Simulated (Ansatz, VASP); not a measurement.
CdS in VASP and in Ansatz

```
CELL_PARAMETERS angstrom
4.16456 0.00000 0.00000
-2.08228 3.60661 0.00000
0.00000 0.00000 6.76624
ATOMIC_POSITIONS crystal
Cd 0.66667 0.33333 0.50005
Cd 0.33333 0.66667 0.00005
S 0.66667 0.33333 0.87695
S 0.33333 0.66667 0.37695
```

Alike in both runs: task single point; functional PBE; k mesh 12 × 12 × 4; occupations fermi-dirac, width 0.02 eV; non-collinear spin, spin-orbit coupling.

|  | VASP | Ansatz |
| --- | --- | --- |
| version | VASP 6.6.1 | Ansatz 0.2.0 |
| potentials or method | VASP PAW PBE potentials, release 64 (Cd, S) | plane waves, PAW |
| plane-wave cutoff (eV) | 520 | 420 |
| valence electrons in the cell | 36 | 52 |

```tsv
	VASP	Ansatz	Ansatz less VASP
pressure (GPa)	1.7	1.3	-0.34
traceless stress, the component that is largest in VASP (GPa)	0.06	0.06	0.000
net moment per atom (μB)	0.00	0.00	0.000
```

With one functional, cell and mesh, what is left measures potentials, basis and numerics. VASP's potentials hold 36 valence electrons a cell and Ansatz's 52, so a difference there can come from the potentials and not from the codes.
